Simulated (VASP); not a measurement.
# CuAu3 (Pm-3m) in VASP: notebook

CuAu3 is run at these levels: r2SCAN; tasks: single point.

All numbers are computed with VASP 6.6.1; they aren't measurements. Logs are shortened: lines on timing, memory, paths and dates and some standing lists are left out, and cuts for length are marked.

### Step 1. The cell of the first run

The structure is cubic, space group Pm-3m (No. 221). The conventional cell has a = 3.844 Å, b = 3.844 Å, c = 3.844 Å, α = 90.00°, β = 90.00°, γ = 90.00°. Cu (site symmetry m-3m) has 12 Au at 2.72 Å within 3.6 Å. Within 3.6 Å of Au (site symmetry 4/mmm) lie 4 Cu at 2.72 Å and 8 Au at 2.72 Å.

### Step 2. Single point, r2SCAN (14.20 Å³/atom)

The input, POSCAR:

```
CuAu3
1.0
    3.8436463592      0.0000000000      0.0000000000
    0.0000000000      3.8436463592      0.0000000000
    0.0000000000      0.0000000000      3.8436463592
Cu Au
1 3
Direct
    0.0000000000      0.0000000000      0.0000000000
    0.0000000000      0.5000000000      0.5000000000
    0.5000000000      0.0000000000      0.5000000000
    0.5000000000      0.5000000000      0.0000000000
```

The input, INCAR.step1:

```
SYSTEM = CuAu3
PREC = Accurate ; ENCUT = 520
ISMEAR = 0 ; SIGMA = 0.1
LREAL = .False. ; LASPH = .True.
NELM = 100 ; NBANDS = 30
GGA = PE ; ALGO = Normal
EDIFF = 1E-4 ; LWAVE = .True.
LCHARG = .False.
```

The input, INCAR.step2:

```
SYSTEM = CuAu3
PREC = Accurate ; ENCUT = 520
EDIFF = 1E-7 ; ISMEAR = 0
SIGMA = 0.1 ; LREAL = .False.
LASPH = .True. ; NELM = 100
ALGO = Normal ; ISIF = 2
LWAVE = .False. ; LCHARG = .False.
METAGGA = R2SCAN ; LMIXTAU = .True.
NBANDS = 30 ; ISTART = 1
```

The input, KPOINTS:

```
regular mesh
0
Gamma
  10 10 10
  0 0 0
```

Potentials or basis: VASP PAW PBE potentials, release 64 (Cu, Au).

On the command line:

```sh
cat potpaw_PBE.64/Cu/POTCAR potpaw_PBE.64/Au/POTCAR > POTCAR
cp INCAR.step1 INCAR
mpirun -np 1 vasp_std > vasp.out
cp INCAR.step2 INCAR
mpirun -np 1 vasp_std > vasp.out
```

OUTCAR:

```text
SYSTEM = CuAu3
   PREC = Accurate
   ENCUT = 520
   EDIFF = 1E-7
   ISMEAR = 0
   LREAL = .False.
   LASPH = .True.
   NELM = 100
   ISIF = 2
   METAGGA = R2SCAN
   ISTART = 1

 ion  position               nearest neighbor table
   1  0.000  0.000  0.000-   2 2.72   3 2.72   4 2.72   2 2.72   3 2.72   2 2.72   4 2.72   2 2.72
                             3 2.72   4 2.72   3 2.72   4 2.72
   2  0.000  0.500  0.500-   1 2.72   3 2.72   4 2.72   1 2.72   4 2.72   1 2.72   3 2.72   1 2.72
                             3 2.72   4 2.72   4 2.72   3 2.72
   3  0.500  0.000  0.500-   1 2.72   2 2.72   4 2.72   1 2.72   4 2.72   2 2.72   4 2.72   4 2.72
                             1 2.72   2 2.72   1 2.72   2 2.72
   4  0.500  0.500  0.000-   1 2.72   2 2.72   3 2.72   2 2.72   3 2.72   1 2.72   3 2.72   3 2.72
                             1 2.72   2 2.72   2 2.72   1 2.72

  LATTYP: Found a simple cubic cell.
 ALAT       =     3.8436463592

  Lattice vectors:

 A1 = (   3.8436463592,   0.0000000000,   0.0000000000)
 A2 = (   0.0000000000,   3.8436463592,   0.0000000000)
 A3 = (   0.0000000000,   0.0000000000,   3.8436463592)

Analysis of symmetry for initial positions (statically):
=====================================================================
 Subroutine PRICEL returns:
 Original cell was already a primitive cell.

 Routine SETGRP: Setting up the symmetry group for a
 simple cubic supercell.

 Subroutine GETGRP returns: Found 48 space group operations
 (whereof 48 operations were pure point group operations)
 out of a pool of 48 trial point group operations.

The static configuration has the point symmetry O_h .

Analysis of symmetry for dynamics (positions and initial velocities):
=====================================================================
 Subroutine PRICEL returns:
 Original cell was already a primitive cell.

 Routine SETGRP: Setting up the symmetry group for a
 simple cubic supercell.

 Subroutine GETGRP returns: Found 48 space group operations
 (whereof 48 operations were pure point group operations)
 out of a pool of 48 trial point group operations.

The dynamic configuration has the point symmetry O_h .

 Subroutine INISYM returns: Found 48 space group operations
 (whereof 48 operations are pure point group operations),
 and found     1 'primitive' translations

----------------------------------------------------------------------------------------

                                     Primitive cell

  volume of cell :      56.7846

[... 94 lines left out ...]
   EDIFFG = 0.1E-05   stopping-criterion for IOM
   NSW    =      0    number of steps for IOM
   IBRION =     -1    ionic relax: 0-MD 1-quasi-New 2-CG
   NFREE  =      0    steps in history (QN), initial steepest desc. (CG)
   ISIF   =      2    stress and relaxation
   ISYM   =      2    0-nonsym 1-usesym 2-fastsym
   POTIM  = 0.5000    time-step for ionic-motion
   TEBEG  =    0.0;   TEEND  =   0.0 temperature during run
   PSTRESS=    0.0 pullay stress
   NELECT =      44.0000    total number of electrons
   NUPDOWN=      -1.0000    fix difference up-down
   EMIN   =  10.00;   EMAX   =-10.00  energy-range for DOS
   EFERMI =   0.00;   METHOD = LEGACY
   ISMEAR =     0;   SIGMA  =   0.10  broadening in eV -4-tet -1-fermi 0-gaus
   EFERMI_NEDOS =   21; number of points for ismear=-14 and -15
   IALGO  =     38    algorithm
   IMIX   =      4    mixing-type and parameters
     AMIX     =   0.40;   BMIX     =  1.00
     AMIX_MAG =   1.60;   BMIX_MAG =  1.00
  volume/ion in A,a.u.               =      14.20        95.80
  Fermi-wavevector in a.u.,A,eV,Ry     =   1.503658  2.841501 30.762586  2.260986
  Thomas-Fermi vector in A             =   2.614739
   LORBIT       =      0    0 simple, 1 ext, 2 COOP (PROOUT), +10 PAW based schemes
   METAGGA = R2SCAN    functional components
   LHFCALC =     F    Hartree Fock is set to
   AEXX    =    0.0000 exact exchange contribution
   IVDW    =     0    specifies the selected vdW correction
   LEPSILON=     F    determine dielectric tensor
   LRPA    =     F    only Hartree local field effects (RPA)
 non-spin polarized calculation
 Gauss-broadening in eV      SIGMA  =   0.10
  energy-cutoff  :      520.00
  volume of cell :       56.78
 maximum number of plane-waves:      1568
 NGX is ok and might be reduce to    30
   NGX = 15   NGY = 15   NGZ = 15

 number of electron      43.9999956 magnetization

 Free energy of the ion-electron system (eV)
  ---------------------------------------------------
  ext. energy  EPLUGINS =         0.00000000
  ---------------------------------------------------
  free energy    TOTEN  =      -162.09363748 eV

  energy without entropy =     -162.08807135  energy(sigma->0) =     -162.09085441

 E-fermi :  10.8900     XC(G=0): -14.3820

 val. band max:       10.8135618853   @ k =   0.4000   0.4000   0.4000
 cond. band min:      10.8904970826   @ k =   0.4000   0.4000   0.3000
 fundamental gap:      0.0769351973
 Fermi energy:        10.8900055876

 k-point     1 :       0.0000    0.0000    0.0000
  band No.  band energies     occupation
      1      -0.5407      2.00000
      2       1.9018      2.00000
      3       2.8467      2.00000
      4       2.8467      2.00000
      5       2.8467      2.00000
      6       3.0242      2.00000
[... 781 lines left out ...]
     29      22.3110      0.00000
     30      22.7850      0.00000

 [... further k-points ...]

------------------------ aborting loop because EDIFF is reached ----------------------------------------

  FORCE on cell =-STRESS in cart. coord.  units (eV):
  Direction    XX          YY          ZZ          XY          YZ          ZX
  --------------------------------------------------------------------------------------
  -------------------------------------------------------------------------------------
  Total       10.1995499     10.1995499     10.1995499     -0.0000000     -0.0000000      0.0000000
  in kB      287.7804713    287.7804713    287.7804713     -0.0000000     -0.0000000      0.0000000
  external PRESSURE =     287.7804713 kB  Pullay stress =       0.0000000 kB

 VOLUME and BASIS-vectors are now :
 -----------------------------------------------------------------------------
  energy-cutoff  :      520.00
  volume of cell :       56.78
      direct lattice vectors                 reciprocal lattice vectors
     3.843646359  0.000000000  0.000000000     0.260169617  0.000000000  0.000000000
     0.000000000  3.843646359  0.000000000     0.000000000  0.260169617  0.000000000
     0.000000000  0.000000000  3.843646359     0.000000000  0.000000000  0.260169617

 POSITION                                       TOTAL-FORCE (eV/Angst)
 -----------------------------------------------------------------------------------
      0.00000      0.00000      0.00000         0.000000      0.000000      0.000000
      0.00000      1.92182      1.92182         0.000000      0.000000      0.000000
      1.92182      0.00000      1.92182         0.000000      0.000000      0.000000
      1.92182      1.92182      0.00000         0.000000      0.000000      0.000000
 -----------------------------------------------------------------------------------
    total drift:                                0.000000      0.000000     -0.000000

  FREE ENERGIE OF THE ION-ELECTRON SYSTEM (eV)
  ---------------------------------------------------
  free  energy   TOTEN  =      -162.0936374805 eV

  energy  without entropy=     -162.0880713479  energy(sigma->0) =     -162.09085441
```

OUTCAR.step1:

```text
SYSTEM = CuAu3
   PREC = Accurate
   ENCUT = 520
   ISMEAR = 0
   LREAL = .False.
   LASPH = .True.
[... 1025 lines left out ...]
      0.00000      1.92182      1.92182         0.000000      0.000000      0.000000
      1.92182      0.00000      1.92182         0.000000      0.000000      0.000000
      1.92182      1.92182      0.00000         0.000000      0.000000      0.000000
 -----------------------------------------------------------------------------------
    total drift:                                0.000000      0.000000     -0.000000

  FREE ENERGIE OF THE ION-ELECTRON SYSTEM (eV)
  ---------------------------------------------------
  free  energy   TOTEN  =       -12.6680582889 eV

  energy  without entropy=      -12.6631876366  energy(sigma->0) =      -12.66562296
```

OSZICAR.step1:

```text
N       E                     dE             d eps       ncg     rms          rms(c)
DAV:   1     0.366259166660E+03    0.36626E+03   -0.21779E+04  3494   0.186E+03
DAV:   2     0.800223151991E+01   -0.35826E+03   -0.33479E+03  3580   0.403E+02
DAV:   3    -0.137395420208E+02   -0.21742E+02   -0.21081E+02  3758   0.103E+02
DAV:   4    -0.141258883562E+02   -0.38635E+00   -0.38587E+00  3794   0.126E+01
DAV:   5    -0.141379433191E+02   -0.12055E-01   -0.12054E-01  4536   0.238E+00    0.239E+01
DAV:   6    -0.129559424780E+02    0.11820E+01   -0.53683E+00  4670   0.451E+01    0.126E+01
DAV:   7    -0.131879639995E+02   -0.23202E+00   -0.42561E+00  4162   0.786E+01    0.129E+01
DAV:   8    -0.126808868634E+02    0.50708E+00   -0.52770E+00  4548   0.326E+01    0.387E+00
DAV:   9    -0.126710863328E+02    0.98005E-02   -0.13694E-01  4654   0.928E+00    0.452E-01
DAV:  10    -0.126681373234E+02    0.29490E-02   -0.24591E-02  4382   0.397E+00    0.106E-01
DAV:  11    -0.126680582889E+02    0.79035E-04   -0.99185E-04  4068   0.587E-01
   1 F= -.12668058E+02 E0= -.12665623E+02  d E =-.487065E-02
```

Run time: 12 min. Hardware: 1 thread of Intel Xeon 8259CL, shared host; peak memory 0.23 GiB.

What came out:

```yaml
Free_energy: -162.0936 eV
Pressure: 28.8 GPa
Band_gap_on_the_k_mesh: zero (bands 22 and 23 overlap by 2.60 eV)
```

Levels at points of the mesh, in eV from the Fermi level:
| k point | band 20 | band 21 | band 22 | band 23 | band 24 | band 25 |
| --- | --- | --- | --- | --- | --- | --- |
| (0.00, 0.00, 0.00) | -1.72 | -1.72 | 0.82 | 0.82 | 0.82 | 7.11 |
| (0.50, 0.00, 0.00) | -2.32 | -1.74 | -1.71 | 6.12 | 6.53 | 6.53 |
| (0.50, 0.50, 0.00) | -2.61 | -0.89 | -0.20 | 0.03 | 0.03 | 9.34 |
| (0.50, 0.50, 0.50) | -1.95 | -1.51 | -1.48 | -1.48 | -1.48 | 3.69 |

Caveat: the cell stands under pressure; the PAW data sets were made with another functional, which shifts forces and pressure a little; spin-orbit coupling is left out, which moves the levels of the heavy elements.

### Step 3. Single point, r2SCAN (15.16 Å³/atom)

This run uses another cell than the first one, of 15.16 Å³/atom.

The input, POSCAR:

```
CuAu3
1.0
    3.9290885506      0.0000000000      0.0000000000
    0.0000000000      3.9290885506      0.0000000000
    0.0000000000      0.0000000000      3.9290885506
Cu Au
1 3
Direct
    0.0000000000      0.0000000000      0.0000000000
    0.0000000000      0.5000000000      0.5000000000
    0.5000000000      0.0000000000      0.5000000000
    0.5000000000      0.5000000000      0.0000000000
```

The input, INCAR.step1:

```
PREC = Accurate
ENCUT = 520
ISMEAR = 0
SIGMA = 0.1
LREAL = F
LASPH = T
NELM = 80
NBANDS = 30
GGA = PE
ALGO = Normal
EDIFF = 1E-4
LWAVE = T
LCHARG = F
```

The input, INCAR.step2:

```
PREC = Accurate
ENCUT = 520
EDIFF = 1E-6
ISMEAR = 0
SIGMA = 0.1
LREAL = F
LASPH = T
NELM = 80
ALGO = Normal
ISIF = 2
LWAVE = F
LCHARG = T
METAGGA = R2SCAN
LMIXTAU = T
LELF = T
LVHAR = T
NBANDS = 30
ISTART = 1
```

The input, KPOINTS:

```
Automatic mesh
0
Gamma
  10 10 10
```

Potentials or basis: VASP PAW PBE potentials, release 64 (Cu, Au).

On the command line:

```sh
cat potpaw_PBE.64/Cu/POTCAR potpaw_PBE.64/Au/POTCAR > POTCAR
cp INCAR.step1 INCAR
mpirun -np 1 vasp_std > vasp.out
cp INCAR.step2 INCAR
mpirun -np 1 vasp_std > vasp.out
```

Wall time 12 min (1 thread of Intel Xeon 8259CL, shared host); peak memory 0.23 GiB.

The run converged. Its results:

```yaml
Free_energy: -162.5723 eV
Pressure: 11.8 GPa
Band_gap_on_the_k_mesh: zero (bands 22 and 23 overlap by 2.26 eV)
```

Levels at points of the mesh, in eV from the Fermi level:
| k point | band 19 | band 20 | band 21 | band 22 | band 23 | band 24 | band 25 | band 26 |
| --- | --- | --- | --- | --- | --- | --- | --- | --- |
| (0.00, 0.00, 0.00) | -1.64 | -1.64 | -1.64 | 1.03 | 1.03 | 1.03 | 6.52 | 6.52 |
| (0.50, 0.00, 0.00) | -2.36 | -2.15 | -1.71 | -1.64 | 5.81 | 6.16 | 6.32 | 6.32 |
| (0.50, 0.50, 0.00) | -2.40 | -2.40 | -0.86 | -0.19 | -0.06 | -0.06 | 9.04 | 9.63 |
| (0.50, 0.50, 0.50) | -1.83 | -1.83 | -1.16 | -1.14 | -1.14 | -1.14 | 3.31 | 3.31 |

Caveat: the cell stands under pressure; the PAW data sets were made with another functional, which shifts forces and pressure a little; spin-orbit coupling is left out, which moves the levels of the heavy elements.

### Step 4. Single point, r2SCAN

This run uses another cell than the first one, of 15.76 Å³/atom.

The input, POSCAR:

```
CuAu3
1.0
    3.9800000000      0.0000000000      0.0000000000
    0.0000000000      3.9800000000      0.0000000000
    0.0000000000      0.0000000000      3.9800000000
Cu Au
1 3
Direct
    0.0000000000      0.0000000000      0.0000000000
    0.0000000000      0.5000000000      0.5000000000
    0.5000000000      0.0000000000      0.5000000000
    0.5000000000      0.5000000000      0.0000000000
```

The input, INCAR.step1:

```
SYSTEM = CuAu3
PREC = Accurate
ENCUT = 520
ISMEAR = 0
SIGMA = 0.1
LREAL = .False.
LASPH = .True.
NELM = 60
NBANDS = 30
GGA = PE
ALGO = Normal
EDIFF = 1E-4
LWAVE = .True.
LCHARG = .False.
```

The input, INCAR.step2:

```
SYSTEM = CuAu3
PREC = Accurate
ENCUT = 520
EDIFF = 1E-6
ISMEAR = 0
SIGMA = 0.1
LREAL = .False.
LASPH = .True.
NELM = 60
ALGO = Normal
ISIF = 2
LWAVE = .False.
LCHARG = .False.
METAGGA = R2SCAN
LMIXTAU = .True.
NBANDS = 30
ISTART = 1
```

The input, KPOINTS:

```
Automatic mesh
0
Gamma
  10 10 10
  0 0 0
```

On the command line:

```sh
cat potpaw_PBE.64/Cu/POTCAR potpaw_PBE.64/Au/POTCAR > POTCAR
cp INCAR.step1 INCAR
mpirun -np 1 vasp_std > vasp.out
cp INCAR.step2 INCAR
mpirun -np 1 vasp_std > vasp.out
```

Wall time 8.5 min (1 thread of Intel Xeon 8259CL, shared host); peak memory 0.24 GiB.

It converged, with:

```yaml
Free_energy: -162.6912 eV
Pressure: 4.2 GPa
Band_gap_on_the_k_mesh: zero (bands 22 and 23 overlap by 2.13 eV)
```

Levels at points of the mesh, in eV from the Fermi level:
```tsv
k point	band 20	band 21	band 22	band 23	band 24	band 25
(0.00, 0.00, 0.00)	-1.59	-1.59	1.14	1.14	1.14	6.20
(0.50, 0.00, 0.00)	-2.07	-1.71	-1.59	5.62	5.88	6.20
(0.50, 0.50, 0.00)	-2.29	-0.84	-0.19	-0.11	-0.11	8.85
(0.50, 0.50, 0.50)	-1.77	-0.97	-0.94	-0.94	-0.94	3.10
```

Caveat: the cell stands under pressure; the PAW data sets were made with another functional, which shifts forces and pressure a little; spin-orbit coupling is left out, which moves the levels of the heavy elements.

(Part 1 of 2 ends here.)

The gap in the log of VASP goes by the Fermi energy; the results here count the filled bands.